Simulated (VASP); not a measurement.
# Fe (P6_3/mmc) in VASP: notebook

Fe is run at these levels: r2SCAN; tasks: single point.

Program: VASP 6.6.1. These are calculated values, not measurements. Logs are shortened: lines on timing, memory, paths and dates and some standing lists are left out, and cuts for length are marked.

## (1) The cell of the first run

The structure is hexagonal, space group P6_3/mmc (No. 194). The conventional cell has a = 2.403 Å, b = 2.403 Å, c = 8.255 Å, α = 90.00°, β = 90.00°, γ = 120.00°. Fe (site symmetry -3m) has 12 Fe at 2.40 to 2.49 Å within 3.2 Å. Fe (site symmetry -6m2) has 12 Fe at 2.40 to 2.49 Å within 3.2 Å.

This isn't the form of Fe at room conditions, which is bcc.

## (2) Single point, r2SCAN, collinear spin, ferrimagnetic start (10.32 Å³/atom)

The input, POSCAR:

```
Fe
1.0
    2.4032851641      0.0000000000      0.0000000000
   -1.2016425821      2.0813060046      0.0000000000
    0.0000000000      0.0000000000      8.2545202237
Fe
4
Direct
    1.0000000000      0.0000000000      0.0000000000
    1.0000000000      1.0000000000      0.5000000000
    0.3333333333      0.6666666667      0.2500000000
    0.6666666667      0.3333333333      0.7500000000
```

The input, INCAR.step1:

```
PREC = Accurate ; ENCUT = 520
ISMEAR = -1 ; SIGMA = 0.05
LREAL = F ; LASPH = T
NELM = 150 ; ISPIN = 2
MAGMOM = 2.551 2.551 -2.76 -2.76 ; LMAXMIX = 4
NBANDS = 28 ; GGA = PE
ALGO = Normal ; EDIFF = 1E-4
LWAVE = T ; LCHARG = F
```

The input, INCAR.step2:

```
PREC = Accurate ; ENCUT = 520
EDIFF = 1E-6 ; ISMEAR = -1
SIGMA = 0.05 ; LREAL = F
LASPH = T ; NELM = 150
ALGO = Normal ; ISIF = 2
LWAVE = F ; LCHARG = T
ISPIN = 2 ; MAGMOM = 2.551 2.551 -2.76 -2.76
LORBIT = 11 ; LMAXMIX = 4
METAGGA = R2SCAN ; LMIXTAU = T
LELF = T ; LVHAR = T
NBANDS = 28 ; ISTART = 1
```

The input, KPOINTS:

```
regular mesh
0
Gamma
  16 16 4
```

Potentials or basis: VASP PAW PBE potentials, release 64 (Fe).

Started as:

```console
cat potpaw_PBE.64/Fe/POTCAR > POTCAR
cp INCAR.step1 INCAR
mpirun -np 1 vasp_std > vasp.out
cp INCAR.step2 INCAR
mpirun -np 1 vasp_std > vasp.out
```

OUTCAR:

```text
PREC = Accurate
   ENCUT = 520
   EDIFF = 1E-6
   ISMEAR = -1
   LREAL = F
   LASPH = T
   NELM = 150
   ISIF = 2
   ISPIN = 2
   LORBIT = 11
   METAGGA = R2SCAN
   ISTART = 1

 ion  position               nearest neighbor table
   1  0.000  0.000  0.000-   3 2.49   4 2.49   3 2.49   4 2.49   4 2.49   3 2.49
   2  0.000  0.000  0.500-   3 2.49   4 2.49   3 2.49   4 2.49   4 2.49   3 2.49
   3  0.333  0.667  0.250-   1 2.49   2 2.49   1 2.49   2 2.49   1 2.49   2 2.49
   4  0.667  0.333  0.750-   1 2.49   2 2.49   1 2.49   2 2.49   1 2.49   2 2.49

  LATTYP: Found a hexagonal cell.
 ALAT       =     2.4032851641
 C/A-ratio  =     3.4346819707

  Lattice vectors:

 A1 = (   2.4032851641,   0.0000000000,   0.0000000000)
 A2 = (  -1.2016425821,   2.0813060046,   0.0000000000)
 A3 = (   0.0000000000,   0.0000000000,   8.2545202237)

Analysis of symmetry for initial positions (statically):
=====================================================================
 Subroutine PRICEL returns:
 Original cell was already a primitive cell.

 Routine SETGRP: Setting up the symmetry group for a
 hexagonal supercell.

 Subroutine GETGRP returns: Found 24 space group operations
 (whereof 12 operations were pure point group operations)
 out of a pool of 24 trial point group operations.

The static configuration has the point symmetry D_3d.
 The point group associated with its full space group is D_6h.

Analysis of symmetry for dynamics (positions and initial velocities):
=====================================================================
 Subroutine PRICEL returns:
 Original cell was already a primitive cell.

 Routine SETGRP: Setting up the symmetry group for a
 hexagonal supercell.

 Subroutine GETGRP returns: Found 24 space group operations
 (whereof 12 operations were pure point group operations)
 out of a pool of 24 trial point group operations.

The dynamic configuration has the point symmetry D_3d.
 The point group associated with its full space group is D_6h.

Analysis of structural, dynamic, and magnetic symmetry:
=====================================================================
 Subroutine PRICEL returns:
 Original cell was already a primitive cell.

 Routine SETGRP: Setting up the symmetry group for a
 hexagonal supercell.

 Subroutine GETGRP returns: Found 24 space group operations
 (whereof 12 operations were pure point group operations)
 out of a pool of 24 trial point group operations.

The overall configuration has the point symmetry D_3d.
 The point group associated with its full space group is D_6h.

 Subroutine INISYM returns: Found 24 space group operations
 (whereof 12 operations are pure point group operations),
 and found     1 'primitive' translations

----------------------------------------------------------------------------------------

                                     Primitive cell

  volume of cell :      41.2889

  direct lattice vectors                    reciprocal lattice vectors
     2.403285164  0.000000000  0.000000000     0.416097105  0.240233776  0.000000000
    -1.201642582  2.081306005  0.000000000     0.000000000  0.480467552  0.000000000
     0.000000000  0.000000000  8.254520224     0.000000000  0.000000000  0.121145745

  length of vectors
     2.403285164  2.403285164  8.254520224     0.480467552  0.480467552  0.121145745

  position of ions in fractional coordinates (direct lattice)
     0.000000000  0.000000000  0.000000000
     0.000000000  0.000000000  0.500000000
     0.333333333  0.666666667  0.250000000
     0.666666667  0.333333333  0.750000000

  ion indices of the primitive-cell ions
   primitive index   ion index
                 1           1
                 2           2
                 3           3
                 4           4

----------------------------------------------------------------------------------------

 KPOINTS: regular mesh

Automatic generation of k-mesh.
 Grid dimensions read from file:
 generate k-points for:   16   16    4

 Generating k-lattice:

  Cartesian coordinates                     Fractional coordinates (reciprocal lattice)
     0.026006069  0.015014611  0.000000000     0.062500000  0.000000000  0.000000000
     0.000000000  0.030029222  0.000000000     0.000000000  0.062500000  0.000000000
     0.000000000  0.000000000  0.030286436     0.000000000  0.000000000  0.250000000

  Length of vectors
     0.030029222  0.030029222  0.030286436

  Shift w.r.t. Gamma in fractional coordinates (k-lattice)
     0.000000000  0.000000000  0.000000000

 Subroutine IBZKPT returns following result:
 ===========================================

 Found     90 irreducible k-points:

 Following reciprocal coordinates:
            Coordinates               Weight
  0.000000  0.000000  0.000000      1.000000
  0.062500  0.000000  0.000000      6.000000
  0.125000  0.000000  0.000000      6.000000
  0.187500 -0.000000  0.000000      6.000000
  0.250000  0.000000  0.000000      6.000000
  0.312500  0.000000  0.000000      6.000000
[... 16 lines left out ...]
  0.187500  0.187500  0.000000      6.000000
  0.250000  0.187500  0.000000     12.000000
 [... further k-points ...]
   k-points           NKPTS =     90   k-points in BZ     NKDIM =     90   number of bands    NBANDS=     28
   number of dos      NEDOS =    301   number of ions     NIONS =      4
   total plane-waves  NPLWV =  20736
   dimension x,y,z NGX =    18 NGY =   18 NGZ =   64
   dimension x,y,z NGXF=    36 NGYF=   36 NGZF=  128
   ions per type =               4
   NGX,Y,Z   is equivalent  to a cutoff of  12.45, 12.45, 12.89 a.u.
   NGXF,Y,Z  is equivalent  to a cutoff of  24.90, 24.90, 25.78 a.u.
 SYSTEM =  unknown system
   PREC   = accura    normal or accurate (medium, high low for compatibility)
   ISTART =      1    job   : 0-new  1-cont  2-samecut
   ICHARG =      0    charge: 1-file 2-atom 10-const
   ISPIN  =      2    spin polarized calculation?
   LNONCOLLINEAR =      F non collinear calculations
   LSORBIT =      F    spin-orbit coupling
   LASPH  =      T    aspherical Exc in radial PAW
   ENCUT  =  520.0 eV  38.22 Ry    6.18 a.u.   4.47  4.47 15.35*2*pi/ulx,y,z
   NELM   =    150;   NELMIN=  2; NELMDL=  0     # of ELM steps
   EDIFF  = 0.1E-05   stopping-criterion for ELM
   LREAL  =      F    real-space projection
   EDIFFG = 0.1E-04   stopping-criterion for IOM
   NSW    =      0    number of steps for IOM
   IBRION =     -1    ionic relax: 0-MD 1-quasi-New 2-CG
   NFREE  =      0    steps in history (QN), initial steepest desc. (CG)
   ISIF   =      2    stress and relaxation
   ISYM   =      2    0-nonsym 1-usesym 2-fastsym
   POTIM  = 0.5000    time-step for ionic-motion
   TEBEG  =    0.0;   TEEND  =   0.0 temperature during run
   PSTRESS=    0.0 pullay stress
   NELECT =      32.0000    total number of electrons
   NUPDOWN=      -1.0000    fix difference up-down
   EMIN   =  10.00;   EMAX   =-10.00  energy-range for DOS
   EFERMI =   0.00;   METHOD = LEGACY
   ISMEAR =    -1;   SIGMA  =   0.05  broadening in eV -4-tet -1-fermi 0-gaus
   EFERMI_NEDOS =   21; number of points for ismear=-14 and -15
   IALGO  =     38    algorithm
   IMIX   =      4    mixing-type and parameters
     AMIX     =   0.40;   BMIX     =  1.00
     AMIX_MAG =   1.60;   BMIX_MAG =  1.00
  volume/ion in A,a.u.               =      10.32        69.66
  Fermi-wavevector in a.u.,A,eV,Ry     =   1.503767  2.841707 30.767049  2.261314
  Thomas-Fermi vector in A             =   2.614834
   LORBIT       =     11    0 simple, 1 ext, 2 COOP (PROOUT), +10 PAW based schemes
   METAGGA = R2SCAN    functional components
   LHFCALC =     F    Hartree Fock is set to
   AEXX    =    0.0000 exact exchange contribution
   IVDW    =     0    specifies the selected vdW correction
   LEPSILON=     F    determine dielectric tensor
   LRPA    =     F    only Hartree local field effects (RPA)
 spin polarized calculation
  energy-cutoff  :      520.00
  volume of cell :       41.29
 maximum number of plane-waves:      1146
 NGX is ok and might be reduce to    18
   NGX =  9   NGY =  9   NGZ = 31

 number of electron      31.9999996 magnetization      -0.7977266

 Free energy of the ion-electron system (eV)
  ---------------------------------------------------
  ext. energy  EPLUGINS =         0.00000000
  ---------------------------------------------------
  free energy    TOTEN  =       -55.51323146 eV

  energy without entropy =      -55.47342464  energy(sigma->0) =      -55.49332805

 E-fermi :   7.0164     XC(G=0): -14.9076

 val. band max:        7.0146213198   @ k =   0.3750   0.2500   0.5000
 cond. band min:       7.0170711316   @ k =   0.3750   0.1250   0.0000
 fundamental gap:      0.0024498119
 Fermi energy:         7.0163770863

 spin component 1

 k-point     1 :       0.0000    0.0000    0.0000
  band No.  band energies     occupation
      1      -2.7072      1.00000
      2      -0.4122      1.00000
      3      -0.4113      1.00000
      4       1.4743      1.00000
      5       3.4548      1.00000
      6       4.2927      1.00000
[... 20 lines left out ...]
     27      22.5683      0.00000
     28      30.2053      0.00000

 k-point     2 :       0.0625    0.0000    0.0000
  band No.  band energies     occupation
      1      -2.5474      1.00000
      2      -0.2790      1.00000
      3      -0.2685      1.00000
      4       1.5893      1.00000
      5       3.4622      1.00000
      6       4.2244      1.00000
[... 674 lines left out ...]
 k-point    24 :       0.2500    0.1875    0.0000
  band No.  band energies     occupation
      1       1.7719      1.00000
      2       1.8828      1.00000
      3       2.3709      1.00000
      4       2.7084      1.00000
      5       2.8605      1.00000
      6       3.1652      1.00000
[... 20 lines left out ...]
     27      20.2240      0.00000
     28      20.5387      0.00000

 [... further k-points ...]

 spin component 2

 k-point     1 :       0.0000    0.0000    0.0000
  band No.  band energies     occupation
      1      -2.7037      1.00000
      2      -0.4957      1.00000
      3      -0.3621      1.00000
      4       1.2558      1.00000
      5       3.1077      1.00000
      6       3.9543      1.00000
[... 20 lines left out ...]
     27      22.4773      0.00000
     28      30.3180      0.00000

 k-point     2 :       0.0625    0.0000    0.0000
  band No.  band energies     occupation
      1      -2.5443      1.00000
      2      -0.3512      1.00000
      3      -0.2324      1.00000
      4       1.3677      1.00000
      5       3.1046      1.00000
      6       3.8926      1.00000
[... 674 lines left out ...]
 k-point    24 :       0.2500    0.1875    0.0000
  band No.  band energies     occupation
      1       1.6185      1.00000
      2       1.7779      1.00000
      3       2.2779      1.00000
      4       2.3413      1.00000
      5       2.7205      1.00000
      6       2.8605      1.00000
[... 20 lines left out ...]
     27      19.8939      0.00000
     28      20.8983      0.00000

 [... further k-points ...]

------------------------ aborting loop because EDIFF is reached ----------------------------------------

  FORCE on cell =-STRESS in cart. coord.  units (eV):
  Direction    XX          YY          ZZ          XY          YZ          ZX
  --------------------------------------------------------------------------------------
  -------------------------------------------------------------------------------------
  Total        6.0077036      6.0077036      4.1492055     -0.0000000      0.0000000      0.0000000
  in kB      233.1234715    233.1234715    161.0061427     -0.0000000      0.0000000      0.0000000
  external PRESSURE =     209.0843619 kB  Pullay stress =       0.0000000 kB

 VOLUME and BASIS-vectors are now :
 -----------------------------------------------------------------------------
  energy-cutoff  :      520.00
  volume of cell :       41.29
      direct lattice vectors                 reciprocal lattice vectors
     2.403285164  0.000000000  0.000000000     0.416097105  0.240233776  0.000000000
    -1.201642582  2.081306005  0.000000000     0.000000000  0.480467552  0.000000000
     0.000000000  0.000000000  8.254520224     0.000000000  0.000000000  0.121145745

 POSITION                                       TOTAL-FORCE (eV/Angst)
 -----------------------------------------------------------------------------------
      0.00000      0.00000      0.00000        -0.000000      0.000000      0.000000
      0.00000      0.00000      4.12726        -0.000000      0.000000      0.000000
     -0.00000      1.38754      2.06363        -0.000000      0.000000     -0.000000
      1.20164      0.69377      6.19089         0.000000     -0.000000      0.000000
 -----------------------------------------------------------------------------------
    total drift:                                0.000000     -0.000000      0.000000

  FREE ENERGIE OF THE ION-ELECTRON SYSTEM (eV)
  ---------------------------------------------------
  free  energy   TOTEN  =       -55.5132314557 eV

  energy  without entropy=      -55.4734246357  energy(sigma->0) =      -55.49332805

 total charge

# of ion       s       p       d       tot
------------------------------------------
    1        0.551   0.668   6.294   7.513
    2        0.551   0.668   6.294   7.513
    3        0.548   0.684   6.259   7.491
    4        0.548   0.684   6.259   7.491
--------------------------------------------------
tot          2.198   2.704  25.105  30.007

 magnetization (x)

# of ion       s       p       d       tot
------------------------------------------
    1        0.013   0.021   1.948   1.983
    2        0.013   0.021   1.948   1.983
    3       -0.011  -0.013  -2.352  -2.376
    4       -0.011  -0.013  -2.352  -2.376
--------------------------------------------------
tot          0.004   0.016  -0.807  -0.787
```

It took 8.3 min on 1 thread of Intel Xeon 6975P-C (Granite Rapids), shared host; peak memory 0.27 GiB.

What came out:

```
Free energy                                           : -55.5132 eV
Pressure                                              : 20.9 GPa
Net moment                                            : -0.80 μB per cell
Site moments                                          : Fe +1.98, -2.38 (each value once) μB
Valence electrons inside the program's atomic spheres : Fe 7.51, 7.49 (each value once)
```

Levels at points of the mesh, in eV from the Fermi level:
Spin up:
```csv
k point,band 12,band 13,band 14,band 15,band 16,band 17,band 18,band 19,band 20,band 21
"(0.00, 0.00, 0.00)",-1.79,-1.79,-1.67,-1.67,-1.03,-0.05,-0.05,0.20,0.20,1.92
"(0.50, 0.00, 0.00)",-1.39,-0.17,-0.16,0.69,0.72,1.26,1.57,1.83,1.95,2.85
"(0.00, 0.00, 0.50)",-1.74,-1.73,-1.73,-1.58,-1.58,0.08,0.08,0.08,0.08,2.03
"(0.50, 0.00, 0.50)",-1.45,-0.17,-0.17,-0.10,-0.10,1.55,1.55,2.25,2.25,2.85
```
Spin down:
```
           k point  band 13  band 14  band 15  band 16  band 17  band 18  band 19  band 20
(0.00, 0.00, 0.00)    -2.00    -1.92    -1.92    -1.04    -0.24    -0.24    -0.04    -0.04
(0.50, 0.00, 0.00)    -0.54    -0.53     0.43     0.60     1.09     1.14     1.56     1.61
(0.00, 0.00, 0.50)    -2.05    -2.05    -1.74    -1.74    -0.13    -0.13    -0.13    -0.13
(0.50, 0.00, 0.50)    -0.75    -0.75    -0.53    -0.53     1.35     1.35     2.28     2.28
```

Caveat: the cell stands under pressure; the PAW data sets were made with another functional, which shifts forces and pressure a little.

## (3) Single point, r2SCAN, collinear spin, ferrimagnetic start (10.79 Å³/atom)

This run uses another cell than the first one, of 10.79 Å³/atom.

The input, POSCAR:

```
Fe
1.0
    2.4391603810      0.0000000000      0.0000000000
   -1.2195801905      2.1123748538      0.0000000000
    0.0000000000      0.0000000000      8.3777401844
Fe
4
Direct
    1.0000000000      0.0000000000      0.0000000000
    1.0000000000      1.0000000000      0.5000000000
    0.3333333333      0.6666666667      0.2500000000
    0.6666666667      0.3333333333      0.7500000000
```

The input, INCAR.step1:

```
SYSTEM = Fe
PREC     = Accurate       ! precision mode
ENCUT    = 520            ! plane-wave cutoff, eV
ISMEAR   = -1             ! smearing method
SIGMA    = 0.05           ! smearing width, eV
LREAL    = .FALSE.        ! projectors in reciprocal space
LASPH    = .TRUE.         ! aspherical terms in the spheres
NELM     = 150            ! most SCF steps
ISPIN    = 2              ! spin polarisation
MAGMOM   = 2.551 2.551 -2.76 -2.76 ! initial moments
LMAXMIX  = 4              ! l up to which the mixer works
NBANDS   = 28             ! bands
GGA      = PE             ! functional
ALGO     = Normal         ! electronic algorithm
EDIFF    = 1E-4           ! SCF threshold, eV
LWAVE    = .TRUE.         ! write WAVECAR
LCHARG   = .FALSE.        ! write CHGCAR
```

The input, INCAR.step2:

```
SYSTEM = Fe
PREC     = Accurate       ! precision mode
ENCUT    = 520            ! plane-wave cutoff, eV
EDIFF    = 1E-6           ! SCF threshold, eV
ISMEAR   = -1             ! smearing method
SIGMA    = 0.05           ! smearing width, eV
LREAL    = .FALSE.        ! projectors in reciprocal space
LASPH    = .TRUE.         ! aspherical terms in the spheres
NELM     = 150            ! most SCF steps
ALGO     = Normal         ! electronic algorithm
ISIF     = 2              ! what is computed and relaxed
LWAVE    = .FALSE.        ! write WAVECAR
LCHARG   = .TRUE.         ! write CHGCAR
ISPIN    = 2              ! spin polarisation
MAGMOM   = 2.551 2.551 -2.76 -2.76 ! initial moments
LORBIT   = 11             ! projections on sites
LMAXMIX  = 4              ! l up to which the mixer works
METAGGA  = R2SCAN         ! meta-GGA
LMIXTAU  = .TRUE.       
LELF     = .TRUE.         ! ELF
LVHAR    = .TRUE.       
NBANDS   = 28             ! bands
ISTART   = 1
```

The input, KPOINTS:

```
regular mesh
0
G
  16 16 4
  0 0 0
```

Potentials or basis: VASP PAW PBE potentials, release 64 (Fe).

Started as:

```console
cat potpaw_PBE.64/Fe/POTCAR > POTCAR
cp INCAR.step1 INCAR
mpirun -np 1 vasp_std > vasp.out
cp INCAR.step2 INCAR
mpirun -np 1 vasp_std > vasp.out
```

Run time: 7.9 min. Hardware: 1 thread of Intel Xeon 6975P-C (Granite Rapids), shared host; peak memory 0.28 GiB.

Results (log left out):

```
Free energy                                           : -55.7082 eV
Pressure                                              : 12.7 GPa
Net moment                                            : -0.53 μB per cell
Site moments                                          : Fe +2.25, -2.51 (each value once) μB
Valence electrons inside the program's atomic spheres : Fe 7.40, 7.38 (each value once)
```

Stress tensor (GPa, compression positive):
```
14.13  0.00  0.00
 0.00 14.13  0.00
 0.00  0.00  9.73
```

Levels at points of the mesh, in eV from the Fermi level:
Spin up:
```csv
k point,band 13,band 14,band 15,band 16,band 17,band 18,band 19,band 20
"(0.00, 0.00, 0.00)",-1.86,-1.86,-1.63,-1.07,0.07,0.07,0.26,0.26
"(0.50, 0.00, 0.00)",-0.47,-0.47,0.50,0.64,1.30,1.49,1.79,1.81
"(0.00, 0.00, 0.50)",-1.90,-1.90,-1.45,-1.45,0.16,0.16,0.16,0.16
"(0.50, 0.00, 0.50)",-0.47,-0.47,-0.07,-0.07,1.55,1.55,1.97,1.97
```
Spin down:
```
           k point  band 12  band 13  band 14  band 15  band 16  band 17  band 18  band 19  band 20  band 21
(0.00, 0.00, 0.00)    -2.23    -2.05    -2.05    -1.74    -1.09     0.00     0.00     0.16     0.16     1.91
(0.50, 0.00, 0.00)    -1.20    -0.76    -0.75     0.30     0.51     1.20     1.21     1.39     1.67     2.70
(0.00, 0.00, 0.50)    -2.15    -2.15    -2.15    -1.56    -1.56     0.08     0.08     0.08     0.08     1.91
(0.50, 0.00, 0.50)    -1.03    -0.75    -0.75    -0.66    -0.66     1.44     1.44     2.10     2.10     2.70
```

Caveat: the cell stands under pressure; the PAW data sets were made with another functional, which shifts forces and pressure a little.
